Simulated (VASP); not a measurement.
# Pt (P2_1/m) in VASP: single point with PBEsol

Aim: the single point of Pt with PBEsol.

All numbers are computed with VASP 6.6.1; they aren't measurements. Logs are shortened: lines on timing, memory, paths and dates and some standing lists are left out, and cuts for length are marked.

## 1. The cell of the first run

The structure is monoclinic, space group P2_1/m (No. 11). The conventional cell has a = 2.631 Å, b = 5.225 Å, c = 2.727 Å, α = 90.00°, β = 116.52°, γ = 90.00°. Within 3.5 Å of Pt (site symmetry m) lie 12 Pt at 2.63 to 3.08 Å.

## 2. Single point, PBEsol (engineering shear strain xy -0.0800, normal strain along z +0.1100)

File INCAR:

```
ALGO = Fast
EDIFF = 1E-7
ENCUT = 520
GGA = PS
ISIF = 2
ISMEAR = 0
LASPH = True
LCHARG = False
LREAL = False
LWAVE = False
NBANDS = 17
NELM = 100
PREC = Accurate
SIGMA = 0.15
```

File KPOINTS:

```
k-points
0
Gamma
  18 18 10
```

File POSCAR:

```
Pt
1.0
    2.7251897179     -0.1090075887      0.0000000000
   -1.4569982000      2.4145873202      0.0000000000
    0.0000000000      0.0000000000      5.2246833688
Pt
2
Direct
    0.6666666667      0.3333333333      0.7500000000
    0.3333333333      0.6666666667      0.2500000000
```

Potentials or basis: VASP PAW PBE potentials, release 64 (Pt).

The run is started by

```console
$ cat potpaw_PBE.64/Pt/POTCAR > POTCAR
$ mpirun -np 1 vasp_std > vasp.out
```

OUTCAR:

```text
EDIFF = 1E-7
   ENCUT = 520
   GGA = PS
   ISIF = 2
   ISMEAR = 0
   LASPH = True
   LREAL = False
   NELM = 100
   PREC = Accurate

 ion  position               nearest neighbor table
   1  0.667  0.333  0.750-   2 3.02   2 3.02   2 3.05   2 3.05   2 3.08   2 3.08
   2  0.333  0.667  0.250-   1 3.02   1 3.02   1 3.05   1 3.05   1 3.08   1 3.08

  LATTYP: Found a simple monoclinic cell.
 ALAT       =     2.6313509124
 B/A-ratio  =     1.9855517347
 C/A-ratio  =     1.0364900346
 COS(beta)  =    -0.4465495939

  Lattice vectors:

 A1 = (   1.2681915179,   2.3055797315,   0.0000000000)
 A2 = (   0.0000000000,   0.0000000000,  -5.2246833688)
 A3 = (  -2.7251897179,   0.1090075887,   0.0000000000)

Analysis of symmetry for initial positions (statically):
=====================================================================
 Subroutine PRICEL returns:
 Original cell was already a primitive cell.

 Routine SETGRP: Setting up the symmetry group for a
 simple monoclinic supercell.

 Subroutine GETGRP returns: Found  4 space group operations
 (whereof  2 operations were pure point group operations)
 out of a pool of  4 trial point group operations.

The static configuration has the point symmetry S_2 .
 The point group associated with its full space group is C_2h.

Analysis of symmetry for dynamics (positions and initial velocities):
=====================================================================
 Subroutine PRICEL returns:
 Original cell was already a primitive cell.

 Routine SETGRP: Setting up the symmetry group for a
 simple monoclinic supercell.

 Subroutine GETGRP returns: Found  4 space group operations
 (whereof  2 operations were pure point group operations)
 out of a pool of  4 trial point group operations.

The dynamic configuration has the point symmetry S_2 .
 The point group associated with its full space group is C_2h.

 Subroutine INISYM returns: Found  4 space group operations
 (whereof  2 operations are pure point group operations),
 and found     1 'primitive' translations

----------------------------------------------------------------------------------------

                                     Primitive cell

  volume of cell :      33.5497

  direct lattice vectors                    reciprocal lattice vectors
     2.725189718 -0.109007589  0.000000000     0.376022843  0.226897822  0.000000000
    -1.456998200  2.414587320  0.000000000     0.016975714  0.424392846  0.000000000
     0.000000000  0.000000000  5.224683369     0.000000000  0.000000000  0.191399158

  length of vectors
     2.727368998  2.820119799  5.224683369     0.439176274  0.424732224  0.191399158

  position of ions in fractional coordinates (direct lattice)
     0.666666667  0.333333333  0.750000000
     0.333333333  0.666666667  0.250000000

  ion indices of the primitive-cell ions
   primitive index   ion index
                 1           1
                 2           2

----------------------------------------------------------------------------------------

 KPOINTS: k-points

Automatic generation of k-mesh.
 Grid dimensions read from file:
 generate k-points for:   18   18   10

 Generating k-lattice:

  Cartesian coordinates                     Fractional coordinates (reciprocal lattice)
     0.020890158  0.012605435  0.000000000     0.055555556  0.000000000  0.000000000
     0.000943095  0.023577380  0.000000000     0.000000000  0.055555556  0.000000000
     0.000000000  0.000000000  0.019139916     0.000000000  0.000000000  0.100000000

  Length of vectors
     0.024398682  0.023596235  0.019139916

  Shift w.r.t. Gamma in fractional coordinates (k-lattice)
     0.000000000  0.000000000  0.000000000

 Subroutine IBZKPT returns following result:
 ===========================================

 Found    984 irreducible k-points:

 Following reciprocal coordinates:
            Coordinates               Weight
  0.000000  0.000000  0.000000      1.000000
  0.055556  0.000000  0.000000      2.000000
  0.111111  0.000000  0.000000      2.000000
  0.166667  0.000000  0.000000      2.000000
  0.222222  0.000000  0.000000      2.000000
  0.277778  0.000000  0.000000      2.000000
[... 16 lines left out ...]
 -0.333333  0.055556  0.000000      2.000000
 -0.277778  0.055556  0.000000      2.000000
 [... further k-points ...]
   k-points           NKPTS =    984   k-points in BZ     NKDIM =    984   number of bands    NBANDS=     17
   number of dos      NEDOS =    301   number of ions     NIONS =      2
   total plane-waves  NPLWV =  19200
   dimension x,y,z NGX =    20 NGY =   24 NGZ =   40
   dimension x,y,z NGXF=    40 NGYF=   48 NGZF=   80
   ions per type =               2
   NGX,Y,Z   is equivalent  to a cutoff of  12.19, 14.15, 12.73 a.u.
   NGXF,Y,Z  is equivalent  to a cutoff of  24.38, 28.30, 25.46 a.u.
 SYSTEM =  unknown system
   PREC   = accura    normal or accurate (medium, high low for compatibility)
   ISTART =      0    job   : 0-new  1-cont  2-samecut
   ICHARG =      2    charge: 1-file 2-atom 10-const
   ISPIN  =      1    spin polarized calculation?
   LNONCOLLINEAR =      F non collinear calculations
   LSORBIT =      F    spin-orbit coupling
   LASPH  =      T    aspherical Exc in radial PAW
   ENCUT  =  520.0 eV  38.22 Ry    6.18 a.u.   5.07  5.24  9.71*2*pi/ulx,y,z
   NELM   =    100;   NELMIN=  2; NELMDL= -5     # of ELM steps
   EDIFF  = 0.1E-06   stopping-criterion for ELM
   LREAL  =      F    real-space projection
   EDIFFG = 0.1E-05   stopping-criterion for IOM
   NSW    =      0    number of steps for IOM
   IBRION =     -1    ionic relax: 0-MD 1-quasi-New 2-CG
   NFREE  =      0    steps in history (QN), initial steepest desc. (CG)
   ISIF   =      2    stress and relaxation
   ISYM   =      2    0-nonsym 1-usesym 2-fastsym
   POTIM  = 0.5000    time-step for ionic-motion
   TEBEG  =    0.0;   TEEND  =   0.0 temperature during run
   PSTRESS=    0.0 pullay stress
   NELECT =      20.0000    total number of electrons
   NUPDOWN=      -1.0000    fix difference up-down
   EMIN   =  10.00;   EMAX   =-10.00  energy-range for DOS
   EFERMI =   0.00;   METHOD = LEGACY
   ISMEAR =     0;   SIGMA  =   0.15  broadening in eV -4-tet -1-fermi 0-gaus
   EFERMI_NEDOS =   21; number of points for ismear=-14 and -15
   IALGO  =     68    algorithm
   IMIX   =      4    mixing-type and parameters
     AMIX     =   0.40;   BMIX     =  1.00
     AMIX_MAG =   1.60;   BMIX_MAG =  1.00
  volume/ion in A,a.u.               =      16.77       113.20
  Fermi-wavevector in a.u.,A,eV,Ry     =   1.377808  2.603679 25.828675  1.898354
  Thomas-Fermi vector in A             =   2.502927
   LORBIT       =      0    0 simple, 1 ext, 2 COOP (PROOUT), +10 PAW based schemes
   GGA     = PS    functional components
   LHFCALC =     F    Hartree Fock is set to
   AEXX    =    0.0000 exact exchange contribution
   IVDW    =     0    specifies the selected vdW correction
   LEPSILON=     F    determine dielectric tensor
   LRPA    =     F    only Hartree local field effects (RPA)
 non-spin polarized calculation
 RMM-DIIS sequential band-by-band and
 Gauss-broadening in eV      SIGMA  =   0.15
  energy-cutoff  :      520.00
  volume of cell :       33.55
 maximum number of plane-waves:       924
   NGX = 11   NGY = 11   NGZ = 19

 number of electron      20.0000000 magnetization

 Free energy of the ion-electron system (eV)
  ---------------------------------------------------
  ext. energy  EPLUGINS =         0.00000000
  ---------------------------------------------------
  free energy    TOTEN  =       -13.40668088 eV

  energy without entropy =      -13.37022876  energy(sigma->0) =      -13.38845482

 E-fermi :   9.0899     XC(G=0): -12.9709

 val. band max:        9.0891860148   @ k =  -0.2222   0.1667   0.0000
 cond. band min:       9.0905988318   @ k =   0.0556   0.0000   0.3000
 fundamental gap:      0.0014128169
 Fermi energy:         9.0899105121

 k-point     1 :       0.0000    0.0000    0.0000
  band No.  band energies     occupation
      1      -0.0337      2.00000
      2       2.1051      2.00000
      3       4.9085      2.00000
      4       5.2078      2.00000
      5       5.4620      2.00000
      6       6.6527      2.00000
[... 9 lines left out ...]
     16      26.2942      0.00000
     17      30.3605      0.00000

 k-point     2 :       0.0556    0.0000    0.0000
  band No.  band energies     occupation
      1       0.0958      2.00000
      2       2.2375      2.00000
      3       4.9687      2.00000
      4       5.3032      2.00000
      5       5.5507      2.00000
      6       6.5632      2.00000
[... 9 lines left out ...]
     16      26.5298      0.00000
     17      29.6704      0.00000

 k-point     3 :       0.1111    0.0000    0.0000
  band No.  band energies     occupation
      1       0.4740      2.00000
      2       2.6181      2.00000
      3       5.1303      2.00000
      4       5.5707      2.00000
      5       5.7946      2.00000
      6       6.3575      2.00000
[... 9 lines left out ...]
     16      27.0696      0.00000
     17      28.4732      0.00000

 k-point     4 :       0.1667    0.0000    0.0000
  band No.  band energies     occupation
      1       1.0667      2.00000
      2       3.1781      2.00000
      3       5.2944      2.00000
      4       5.8405      2.00000
      5       5.9782      2.00000
      6       6.0150      2.00000
[... 9 lines left out ...]
     16      26.6358      0.00000
     17      27.4993      0.00000
[... 343 lines left out ...]
      1       3.1459      2.00000
      2       3.5400      2.00000
      3       4.3467      2.00000
      4       5.7671      2.00000
      5       6.1115      2.00000
      6       6.6684      2.00000
[... 9 lines left out ...]
     16      23.3452      0.00000
     17      24.3615      0.00000

 k-point    23 :      -0.3333    0.0556    0.0000
  band No.  band energies     occupation
      1       2.8544      2.00000
      2       3.7962      2.00000
      3       4.6847      2.00000
      4       5.4336      2.00000
      5       5.9719      2.00000
      6       6.4197      2.00000
[... 9 lines left out ...]
     16      24.2325      0.00000
     17      26.7121      0.00000

 k-point    24 :      -0.2778    0.0556    0.0000
  band No.  band energies     occupation
      1       2.2204      2.00000
      2       3.8960      2.00000
      3       5.1277      2.00000
      4       5.3100      2.00000
      5       5.4714      2.00000
      6       6.3562      2.00000
[... 9 lines left out ...]
     16      25.0945      0.00000
     17      27.5248      0.00000

 [... further k-points ...]

------------------------ aborting loop because EDIFF is reached ----------------------------------------

  FORCE on cell =-STRESS in cart. coord.  units (eV):
  Direction    XX          YY          ZZ          XY          YZ          ZX
  --------------------------------------------------------------------------------------
  -------------------------------------------------------------------------------------
  Total       -2.5119835     -2.0300606     -5.4671352      2.1880704      0.0000000      0.0000000
  in kB     -119.9606183    -96.9462280   -261.0848874    104.4920419      0.0000000      0.0000000
  external PRESSURE =    -159.3305779 kB  Pullay stress =       0.0000000 kB

 VOLUME and BASIS-vectors are now :
 -----------------------------------------------------------------------------
  energy-cutoff  :      520.00
  volume of cell :       33.55
      direct lattice vectors                 reciprocal lattice vectors
     2.725189718 -0.109007589  0.000000000     0.376022843  0.226897822  0.000000000
    -1.456998200  2.414587320  0.000000000     0.016975714  0.424392846  0.000000000
     0.000000000  0.000000000  5.224683369     0.000000000  0.000000000  0.191399158

 POSITION                                       TOTAL-FORCE (eV/Angst)
 -----------------------------------------------------------------------------------
      1.33113      0.73219      3.91851         0.062000     -0.010591      0.000000
     -0.06294      1.57339      1.30617        -0.062000      0.010591      0.000000
 -----------------------------------------------------------------------------------
    total drift:                                0.000000     -0.000000     -0.000000

  FREE ENERGIE OF THE ION-ELECTRON SYSTEM (eV)
  ---------------------------------------------------
  free  energy   TOTEN  =       -13.4066808835 eV

  energy  without entropy=      -13.3702287566  energy(sigma->0) =      -13.38845482
```

Wall time 7.8 min (1 thread of AMD EPYC 7R13 (Zen 3), shared host); peak memory 0.5 GiB.

Results:

```
Free energy            : -13.4067 eV
Pressure               : -15.9 GPa
Largest force          : 0.063 eV/Å
Band gap on the k mesh : zero (bands 10 and 11 overlap by 1.69 eV)
```

Forces in eV/Å, atoms in the order of the input:
```
Pt   0.062 -0.011  0.000
Pt  -0.062  0.011  0.000
```

Stress tensor (GPa, compression positive):
```
-12.00  10.45   0.00
 10.45  -9.69   0.00
  0.00   0.00 -26.11
```

Levels at points of the mesh, in eV from the Fermi level:
| k point | band 8 | band 9 | band 10 | band 11 | band 12 | band 13 |
| --- | --- | --- | --- | --- | --- | --- |
| (0.00, 0.00, 0.00) | -1.16 | -1.02 | -0.84 | -0.20 | 0.07 | 3.14 |
| (0.50, 0.00, 0.00) | -0.40 | 0.87 | 0.95 | 2.62 | 4.27 | 7.67 |
| (0.00, 0.50, 0.00) | -0.19 | 0.54 | 0.62 | 2.41 | 3.90 | 7.06 |
| (0.50, 0.50, 0.00) | 0.03 | 0.56 | 0.65 | 2.08 | 3.42 | 6.32 |
| (0.00, 0.00, 0.50) | -2.41 | -0.61 | -0.61 | -0.32 | -0.32 | 9.40 |
| (0.50, 0.00, 0.50) | -0.65 | 0.93 | 0.93 | 2.18 | 2.18 | 7.29 |
| (0.00, 0.50, 0.50) | -0.75 | 0.63 | 0.63 | 1.81 | 1.81 | 6.69 |
| (0.50, 0.50, 0.50) | -0.85 | 0.61 | 0.61 | 1.44 | 1.44 | 5.90 |

Caveat: the cell differs from its parent crystal (engineering shear strain xy -0.0800, normal strain along z +0.1100); the stress differs along the axes, from -26 to -10 GPa; the PAW data sets were made with another functional, which shifts forces and pressure a little; spin-orbit coupling is left out, which moves the levels of the heavy elements.
